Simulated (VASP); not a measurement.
# TaN in VASP: further runs, part 2 of 2

VASP 6.6.1. Earlier steps stand in the parts before.

## (3) Single point, PBEsol

This run uses another cell than the first one, of 11.35 Å³/atom.

INCAR reads:

```
SYSTEM = TaN
PREC = Accurate
ENCUT = 600
EDIFF = 1E-6
ISMEAR = 0
SIGMA = 0.1
LREAL = .FALSE.
LASPH = .TRUE.
NELM = 120
ALGO = Normal
ISIF = 2
LWAVE = .FALSE.
LCHARG = .FALSE.
GGA = PS
NBANDS = 36
GGA_COMPAT = .FALSE.
```

KPOINTS reads:

```
regular mesh
0
G
  12 12 12
  0 0 0
```

POSCAR reads:

```
TaN
1.0
    5.2050894106      0.0000000000      0.0000000000
   -2.6025447053      4.5077396586      0.0000000000
    0.0000000000      0.0000000000      2.9035873911
Ta N
3 3
Direct
    0.0000000000      0.0000000000      0.0000000000
    0.3333333333      0.6666666667      0.5000000000
    0.6666666667      0.3333333333      0.5000000000
    0.5000000000      0.0000000000      0.0000000000
    0.5000000000      0.5000000000      0.0000000000
    0.0000000000      0.5000000000      0.0000000000
```

Potentials or basis: VASP PAW PBE potentials, release 64 (Ta_sv_GW, N).

Started as:

```console
$ cat potpaw_PBE.64/Ta_sv_GW/POTCAR potpaw_PBE.64/N/POTCAR > POTCAR
$ mpirun -np 1 vasp_std > vasp.out
```

OUTCAR:

```text
SYSTEM = TaN
   PREC = Accurate
   ENCUT = 600
   EDIFF = 1E-6
   ISMEAR = 0
   LREAL = .FALSE.
   LASPH = .TRUE.
   NELM = 120
   ISIF = 2
   GGA = PS

 ion  position               nearest neighbor table
   1  0.000  0.000  0.000-
   2  0.333  0.667  0.500-   6 2.09   6 2.09   4 2.09   4 2.09   5 2.09   5 2.09   3 3.01   3 3.01
                             3 3.01
   3  0.667  0.333  0.500-   6 2.09   6 2.09   4 2.09   4 2.09   5 2.09   5 2.09   2 3.01   2 3.01
                             2 3.01
   4  0.500  0.000  0.000-   2 2.09   3 2.09   2 2.09   3 2.09
   5  0.500  0.500  0.000-   2 2.09   3 2.09   2 2.09   3 2.09
   6  0.000  0.500  0.000-   2 2.09   3 2.09   2 2.09   3 2.09

  LATTYP: Found a hexagonal cell.
 ALAT       =     5.2050894106
 C/A-ratio  =     0.5578362180

  Lattice vectors:

 A1 = (   5.2050894106,   0.0000000000,   0.0000000000)
 A2 = (  -2.6025447053,   4.5077396586,   0.0000000000)
 A3 = (   0.0000000000,   0.0000000000,   2.9035873911)

Analysis of symmetry for initial positions (statically):
=====================================================================
 Subroutine PRICEL returns:
 Original cell was already a primitive cell.

 Routine SETGRP: Setting up the symmetry group for a
 hexagonal supercell.

 Subroutine GETGRP returns: Found 24 space group operations
 (whereof 24 operations were pure point group operations)
 out of a pool of 24 trial point group operations.

The static configuration has the point symmetry D_6h.

Analysis of symmetry for dynamics (positions and initial velocities):
=====================================================================
 Subroutine PRICEL returns:
 Original cell was already a primitive cell.

 Routine SETGRP: Setting up the symmetry group for a
 hexagonal supercell.

 Subroutine GETGRP returns: Found 24 space group operations
 (whereof 24 operations were pure point group operations)
 out of a pool of 24 trial point group operations.

The dynamic configuration has the point symmetry D_6h.

 Subroutine INISYM returns: Found 24 space group operations
 (whereof 24 operations are pure point group operations),
 and found     1 'primitive' translations

----------------------------------------------------------------------------------------

                                     Primitive cell

  volume of cell :      68.1274

  direct lattice vectors                    reciprocal lattice vectors
     5.205089411  0.000000000  0.000000000     0.192119658  0.110920337  0.000000000
    -2.602544705  4.507739659  0.000000000     0.000000000  0.221840673  0.000000000
     0.000000000  0.000000000  2.903587391     0.000000000  0.000000000  0.344401551

  length of vectors
     5.205089411  5.205089411  2.903587391     0.221840673  0.221840673  0.344401551

  position of ions in fractional coordinates (direct lattice)
     0.000000000  0.000000000  0.000000000
     0.333333333  0.666666667  0.500000000
     0.666666667  0.333333333  0.500000000
     0.500000000  0.000000000  0.000000000
     0.500000000  0.500000000  0.000000000
     0.000000000  0.500000000  0.000000000

  ion indices of the primitive-cell ions
   primitive index   ion index
                 1           1
                 2           2
                 3           3
                 4           4
[... 24 lines left out ...]
 Subroutine IBZKPT returns following result:
 ===========================================

 Found    133 irreducible k-points:

 Following reciprocal coordinates:
            Coordinates               Weight
  0.000000  0.000000  0.000000      1.000000
  0.083333  0.000000  0.000000      6.000000
  0.166667  0.000000  0.000000      6.000000
  0.250000  0.000000  0.000000      6.000000
  0.333333  0.000000  0.000000      6.000000
  0.416667 -0.000000  0.000000      6.000000
[... 16 lines left out ...]
  0.250000  0.000000  0.083333     12.000000
  0.333333  0.000000  0.083333     12.000000
 [... further k-points ...]
   k-points           NKPTS =    133   k-points in BZ     NKDIM =    133   number of bands    NBANDS=     36
   number of dos      NEDOS =    301   number of ions     NIONS =      6
   total plane-waves  NPLWV =  42336
   dimension x,y,z NGX =    42 NGY =   42 NGZ =   24
   dimension x,y,z NGXF=    84 NGYF=   84 NGZF=   48
   ions per type =               3   3
   NGX,Y,Z   is equivalent  to a cutoff of  13.41, 13.41, 13.74 a.u.
   NGXF,Y,Z  is equivalent  to a cutoff of  26.83, 26.83, 27.48 a.u.
 SYSTEM =  TaN
   PREC   = accura    normal or accurate (medium, high low for compatibility)
   ISTART =      0    job   : 0-new  1-cont  2-samecut
   ICHARG =      2    charge: 1-file 2-atom 10-const
   ISPIN  =      1    spin polarized calculation?
   LNONCOLLINEAR =      F non collinear calculations
   LSORBIT =      F    spin-orbit coupling
   LASPH  =      T    aspherical Exc in radial PAW
   ENCUT  =  600.0 eV  44.10 Ry    6.64 a.u.  10.40 10.40  5.80*2*pi/ulx,y,z
   NELM   =    120;   NELMIN=  2; NELMDL= -5     # of ELM steps
   EDIFF  = 0.1E-05   stopping-criterion for ELM
   LREAL  =      F    real-space projection
   EDIFFG = 0.1E-04   stopping-criterion for IOM
   NSW    =      0    number of steps for IOM
   IBRION =     -1    ionic relax: 0-MD 1-quasi-New 2-CG
   NFREE  =      0    steps in history (QN), initial steepest desc. (CG)
   ISIF   =      2    stress and relaxation
   ISYM   =      2    0-nonsym 1-usesym 2-fastsym
   POTIM  = 0.5000    time-step for ionic-motion
   TEBEG  =    0.0;   TEEND  =   0.0 temperature during run
   PSTRESS=    0.0 pullay stress
   NELECT =      54.0000    total number of electrons
   NUPDOWN=      -1.0000    fix difference up-down
   EMIN   =  10.00;   EMAX   =-10.00  energy-range for DOS
   EFERMI =   0.00;   METHOD = LEGACY
   ISMEAR =     0;   SIGMA  =   0.10  broadening in eV -4-tet -1-fermi 0-gaus
   EFERMI_NEDOS =   21; number of points for ismear=-14 and -15
   IALGO  =     38    algorithm
   IMIX   =      4    mixing-type and parameters
     AMIX     =   0.40;   BMIX     =  1.00
     AMIX_MAG =   1.60;   BMIX_MAG =  1.00
  volume/ion in A,a.u.               =      11.35        76.62
  Fermi-wavevector in a.u.,A,eV,Ry     =   1.515068  2.863063 31.231233  2.295431
  Thomas-Fermi vector in A             =   2.624641
   LORBIT       =      0    0 simple, 1 ext, 2 COOP (PROOUT), +10 PAW based schemes
   GGA     = PS    functional components
   LHFCALC =     F    Hartree Fock is set to
   AEXX    =    0.0000 exact exchange contribution
   IVDW    =     0    specifies the selected vdW correction
   LEPSILON=     F    determine dielectric tensor
   LRPA    =     F    only Hartree local field effects (RPA)
 non-spin polarized calculation
 Gauss-broadening in eV      SIGMA  =   0.10
  energy-cutoff  :      600.00
  volume of cell :       68.13
 maximum number of plane-waves:      2314
 NGX is ok and might be reduce to    42
   NGX = 21   NGY = 21   NGZ = 11

 number of electron      53.9999994 magnetization

 Free energy of the ion-electron system (eV)
  ---------------------------------------------------
  ext. energy  EPLUGINS =         0.00000000
  ---------------------------------------------------
  free energy    TOTEN  =       -76.34591024 eV

  energy without entropy =      -76.34265743  energy(sigma->0) =      -76.34428383

 E-fermi :  12.0167     XC(G=0): -13.5160

 val. band max:       11.9955285308   @ k =   0.2500   0.0000   0.4167
 cond. band min:      12.0361738738   @ k =   0.1667   0.0000   0.0000
 fundamental gap:      0.0406453431
 Fermi energy:        12.0166922018

 k-point     1 :       0.0000    0.0000    0.0000
  band No.  band energies     occupation
      1     -57.2693      2.00000
      2     -57.2229      2.00000
      3     -56.9542      2.00000
      4     -24.1196      2.00000
      5     -24.1196      2.00000
      6     -23.7411      2.00000
[... 925 lines left out ...]
     35      15.5654      0.00000
     36      15.6754      0.00000

 [... further k-points ...]
[... 5 lines left out ...]
  --------------------------------------------------------------------------------------
  -------------------------------------------------------------------------------------
  Total        0.0344504      0.0344504      0.1180778      0.0000000      0.0000000      0.0000000
  in kB        0.8101837      0.8101837      2.7768797      0.0000000      0.0000000      0.0000000
  external PRESSURE =       1.4657490 kB  Pullay stress =       0.0000000 kB

 VOLUME and BASIS-vectors are now :
 -----------------------------------------------------------------------------
  energy-cutoff  :      600.00
  volume of cell :       68.13
      direct lattice vectors                 reciprocal lattice vectors
     5.205089411  0.000000000  0.000000000     0.192119658  0.110920337  0.000000000
    -2.602544705  4.507739659  0.000000000     0.000000000  0.221840673  0.000000000
     0.000000000  0.000000000  2.903587391     0.000000000  0.000000000  0.344401551

 POSITION                                       TOTAL-FORCE (eV/Angst)
 -----------------------------------------------------------------------------------
      0.00000      0.00000      0.00000         0.000000      0.000000      0.000000
     -0.00000      3.00516      1.45179        -0.000000     -0.000000      0.000000
      2.60254      1.50258      1.45179        -0.000000      0.000000      0.000000
      2.60254      0.00000      0.00000         0.000000      0.000000      0.000000
      1.30127      2.25387      0.00000         0.000000      0.000000      0.000000
     -1.30127      2.25387      0.00000         0.000000      0.000000      0.000000
 -----------------------------------------------------------------------------------
    total drift:                                0.000000      0.000000     -0.000000

  FREE ENERGIE OF THE ION-ELECTRON SYSTEM (eV)
  ---------------------------------------------------
  free  energy   TOTEN  =       -76.3459102392 eV

  energy  without entropy=      -76.3426574277  energy(sigma->0) =      -76.34428383
```

OSZICAR:

```text
N       E                     dE             d eps       ncg     rms          rms(c)
DAV:   1     0.493075704949E+03    0.49308E+03   -0.35906E+04  9576   0.171E+03
DAV:   2    -0.525412579111E+02   -0.54562E+03   -0.53255E+03 11960   0.438E+02
DAV:   3    -0.887136641539E+02   -0.36172E+02   -0.35916E+02 12616   0.118E+02
[... 12 lines left out ...]
DAV:  16    -0.763502779147E+02    0.79563E-02   -0.12716E-02 13112   0.550E-01    0.202E+01
DAV:  17    -0.763463396717E+02    0.39382E-02   -0.87246E-03 11888   0.454E-01    0.749E+00
DAV:  18    -0.763459301120E+02    0.40956E-03   -0.17846E-03 13244   0.210E-01    0.251E+00
DAV:  19    -0.763459102637E+02    0.19848E-04   -0.92658E-05 13912   0.507E-02    0.511E-01
DAV:  20    -0.763459102392E+02    0.24485E-07   -0.60194E-06 11576   0.133E-02
   1 F= -.76345910E+02 E0= -.76344284E+02  d E =-.325281E-02
```

Wall time 8.4 min (1 thread of Intel Xeon Platinum 8488C (Sapphire Rapids), shared host); peak memory 0.44 GiB.

What came out:

| Property | Result |
| --- | --- |
| Free energy | -76.3459 eV |
| Pressure | 0.1 GPa |
| Band gap on the k mesh | zero (bands 27 and 28 overlap by 2.19 eV) |

Levels at points of the mesh, in eV from the Fermi level:
```
           k point  band 24  band 25  band 26  band 27  band 28  band 29  band 30  band 31
(0.00, 0.00, 0.00)    -3.06    -2.54    -2.15    -1.31    -1.31     0.80     0.80     1.11
(0.50, 0.00, 0.00)    -3.45    -2.97    -1.75    -0.76     1.27     1.80     1.82     2.27
(0.00, 0.00, 0.50)    -3.15    -3.15    -1.96     0.83     0.83     1.50     1.66     2.47
(0.50, 0.00, 0.50)    -3.43    -3.14    -2.16    -1.27     1.01     1.31     3.08     3.37
```

Caveat: the PAW data sets were made with another functional, which shifts forces and pressure a little; spin-orbit coupling is left out, which moves the levels of the heavy elements.

## (4) Single point, PBEsol (shear of c along a, cell held: +4.0 %, then relaxed in part)

INCAR reads:

```
ALGO = Normal
EDIFF = 1E-7
ENCUT = 520
GGA = PS
ISIF = 2
ISMEAR = 0
LASPH = T
LCHARG = F
LREAL = F
LWAVE = F
NBANDS = 33
NELM = 100
PREC = Accurate
SIGMA = 0.1
```

KPOINTS reads:

```
k-points
0
Gamma
  12 12 12
```

POSCAR reads:

```
TaN
1.0
    5.2050894132      0.0000000000      0.0000000000
   -2.6025447066      4.5077396608      0.0000000000
    0.1161434956      0.0000000000      2.9035873911
Ta N
3 3
Direct
    0.0000000000      0.0000000000      0.0000000000
    0.3335836500      0.6671673001      0.5000000000
    0.6664163500      0.3328326999      0.5000000000
    0.5000000000      0.0000000000      0.0000000000
    0.5000000000      0.5000000000      0.0000000000
    0.0000000000      0.5000000000      0.0000000000
```

Potentials or basis: VASP PAW PBE potentials, release 64 (Ta_pv, N).

Started as:

```console
$ cat potpaw_PBE.64/Ta_pv/POTCAR potpaw_PBE.64/N/POTCAR > POTCAR
$ mpirun -np 1 vasp_std > vasp.out
```

Run time: 8 min. Hardware: 1 thread of Intel Xeon 6975P-C (Granite Rapids), shared host; peak memory 0.83 GiB.

It converged, with:

* Free energy: -68.6380 eV
* Pressure: 1.4 GPa
* Band gap on the k mesh: zero (bands 24 and 25 overlap by 2.17 eV)

Stress tensor (GPa, compression positive):
```
 0.95  0.00 -8.25
 0.00  1.15  0.00
-8.25  0.00  2.06
```

Levels at points of the mesh, in eV from the Fermi level:
| k point | band 21 | band 22 | band 23 | band 24 | band 25 | band 26 | band 27 | band 28 |
| --- | --- | --- | --- | --- | --- | --- | --- | --- |
| (0.00, 0.00, 0.00) | -3.04 | -2.53 | -2.15 | -1.32 | -1.30 | 0.77 | 0.78 | 1.13 |
| (0.50, 0.00, 0.00) | -3.43 | -2.95 | -1.74 | -0.75 | 1.27 | 1.64 | 1.78 | 2.38 |
| (0.00, 0.50, 0.00) | -3.44 | -2.94 | -1.73 | -0.76 | 1.28 | 1.77 | 1.81 | 2.27 |
| (0.00, 0.00, 0.50) | -3.15 | -3.14 | -1.96 | 0.81 | 0.82 | 1.51 | 1.57 | 2.47 |
| (0.50, 0.00, 0.50) | -3.45 | -3.10 | -2.16 | -1.26 | 1.00 | 1.29 | 3.08 | 3.33 |
| (0.00, 0.50, 0.50) | -3.43 | -3.14 | -2.16 | -1.23 | 1.02 | 1.28 | 3.07 | 3.34 |

Caveat: the cell differs from its parent crystal (shear of c along a, cell held: +4.0 %, then relaxed in part); the PAW data sets were made with another functional, which shifts forces and pressure a little; spin-orbit coupling is left out, which moves the levels of the heavy elements.

## (5) Relaxation of cell and atoms, PBEsol

INCAR reads:

```
  PREC = Accurate
  ENCUT = 600
  EDIFF = 1E-6
  ISMEAR = 0
  SIGMA = 0.1
  LREAL = F
  LASPH = T
  NELM = 100
  ALGO = Normal
  ISIF = 3
  LWAVE = F
  LCHARG = F
  GGA = PS
  IBRION = 2
  NSW = 100
  EDIFFG = -0.005
  LUSENCCL = F
```

KPOINTS reads:

```
Automatic mesh
0
Gamma
  12 12 12
```

POSCAR reads:

```
TaN
1.0
    5.1849992558      0.0000000000      0.0000000000
   -2.5924996279      4.4903410741      0.0000000000
    0.0000000000      0.0000000000      2.9080000000
Ta N
3 3
Direct
    0.0000000000      0.0000000000      0.0000000000
    0.3333333333      0.6666666667      0.5000000000
    0.6666666667      0.3333333333      0.5000000000
    0.5000000000      0.0000000000      0.0000000000
    0.5000000000      0.5000000000      0.0000000000
    0.0000000000      0.5000000000      0.0000000000
```

Started as:

```console
$ cat potpaw_PBE.64/Ta_pv/POTCAR potpaw_PBE.64/N/POTCAR > POTCAR
$ mpirun -np 1 vasp_std > vasp.out
```

Wall time 21 min (1 × NVIDIA H100 80GB with 1 thread of Intel Xeon Platinum 8481C at 2.70GHz (Sapphire Rapids), shared host); peak memory 1.4 GiB.

It converged, with:

| Quantity | Value |
| --- | --- |
| Free energy | -68.7142 eV |
| Relaxed volume | 11.38 Å³/atom |
| Relaxed cell | a = 5.210 Å, b = 5.210 Å, c = 2.906 Å, α = 90.00°, β = 90.00°, γ = 120.00° |
| Space group after relaxing (to 0.1 Å) | P6/mmm (No. 191) |
| Energy gained by relaxing | 0.9 meV/atom |
| Ionic steps | 5 |
| Pressure after relaxing | 0.0 GPa |
| Band gap on the k mesh | zero (bands 24 and 25 overlap by 2.18 eV) |

Step by step:
```
step  energy change (eV)  largest force (eV/Å)  pressure (GPa)  volume (Å³)
   1              0.0000                0.0000            2.43        67.71
   2              0.0122                0.0000           -5.02        69.40
   3             -0.0046                0.0000           -0.21        68.28
   4             -0.0053                0.0000            0.09        68.31
   5             -0.0055                0.0000           -0.01        68.30
```

Final structure:
```cif
data_structure
_symmetry_space_group_name_H-M 'P 1'
_symmetry_Int_Tables_number 1
_cell_length_a 5.2095
_cell_length_b 5.2095
_cell_length_c 2.9062
_cell_angle_alpha 90.000
_cell_angle_beta 90.000
_cell_angle_gamma 120.000
_cell_volume 68.30
loop_
_atom_site_label
_atom_site_type_symbol
_atom_site_fract_x
_atom_site_fract_y
_atom_site_fract_z
_atom_site_occupancy
Ta1 Ta 0.00000 0.00000 0.00000 1
Ta2 Ta 0.33333 0.66667 0.50000 1
Ta3 Ta 0.66667 0.33333 0.50000 1
N1 N 0.50000 0.00000 0.00000 1
N2 N 0.50000 0.50000 0.00000 1
N3 N 0.00000 0.50000 0.00000 1
```

Levels at points of the mesh, in eV from the Fermi level:
```csv
k point,band 22,band 23,band 24,band 25,band 26,band 27
"(0.00, 0.00, 0.00)",-2.53,-2.14,-1.31,-1.31,0.80,0.80
"(0.50, 0.00, 0.00)",-2.95,-1.74,-0.76,1.26,1.78,1.81
"(0.00, 0.00, 0.50)",-3.14,-1.94,0.82,0.82,1.50,1.66
"(0.50, 0.00, 0.50)",-3.13,-2.17,-1.26,1.00,1.30,3.05
```

Caveat: the PAW data sets were made with another functional, which shifts forces and pressure a little; spin-orbit coupling is left out, which moves the levels of the heavy elements.

## (6) The runs side by side

| task | potentials or basis | spin | cell | k mesh | cutoff (eV) | gap on the mesh (eV) | pressure (GPa) |
| --- | --- | --- | --- | --- | --- | --- | --- |
| single point | VASP PAW PBE potentials, release 64 (Ta_sv_GW, N) | collinear | a = 5.185, b = 5.185, c = 2.908 Å, angles 90.0, 90.0, 120.0°, 6 atoms | 6 × 6 × 6 | 600 | none | 2.1 |
| single point | VASP PAW PBE potentials, release 64 (Ta_sv_GW, N) | off | a = 5.205, b = 5.205, c = 2.904 Å, angles 90.0, 90.0, 120.0°, 6 atoms | 12 × 12 × 12 | 600 | none | 0.1 |
| single point | VASP PAW PBE potentials, release 64 (Ta_pv, N) | off | a = 5.205, b = 5.205, c = 2.906 Å, angles 91.1, 87.7, 120.0°, 6 atoms | 12 × 12 × 12 | 520 | none | 1.4 |
| relaxation of cell and atoms | VASP PAW PBE potentials, release 64 (Ta_pv, N) | off | relaxed from a = 5.185, b = 5.185, c = 2.908 Å, angles 90.0, 90.0, 120.0°, 6 atoms | 12 × 12 × 12 | 600 | none | 0.0 |

Alike in all rows: level PBEsol; smearing gaussian 0.1 eV.

Caveats: some runs use coarse meshes; the PAW data sets were made with another functional, which shifts forces and pressure a little; spin-orbit coupling is left out, which moves the levels of the heavy elements.

Absolute energies hang on the potentials; compare differences alone.
